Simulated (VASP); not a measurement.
AlN:

```
CELL_PARAMETERS angstrom
0.00000 2.18886 2.18886
2.18886 0.00000 2.18886
2.18886 2.18886 0.00000
ATOMIC_POSITIONS crystal
Al 0.00000 0.00000 0.00000
N 0.25000 0.25000 0.25000
```

Base run:

```yaml
Program: VASP 6.6.1
Functional: r2SCAN
Potentials_or_basis: VASP PAW PBE potentials, release 64 (Al, N)
Cutoff: 520 eV
k_mesh: 9 × 9 × 9
Occupations: fermi-dirac, width 0.05 eV
Spin: no spin polarisation
```

Its results: band gap on the k mesh 4.12 eV, indirect (least direct gap 4.83 eV); pressure -1.5 GPa.

**Question.** After a change of settings the same cell gave: band gap on the k mesh 4.74 eV, indirect (least direct gap 5.48 eV); pressure -1.9 GPa. Which change was it?
A. functional from r2SCAN to HSE06
B. functional from r2SCAN to LDA; potentials or basis from VASP PAW PBE potentials, release 64 (Al, N) to VASP PAW LDA potentials, release 64 (Al, N); cutoff from 520 eV to 600 eV
C. functional from r2SCAN to PBE; cutoff from 520 eV to 600 eV

**Answer.** A.

HSE06 gives the wider gap, since exact exchange removes part of the self-interaction.

Caveats: the PAW data sets were made with another functional, which shifts forces and pressure a little.
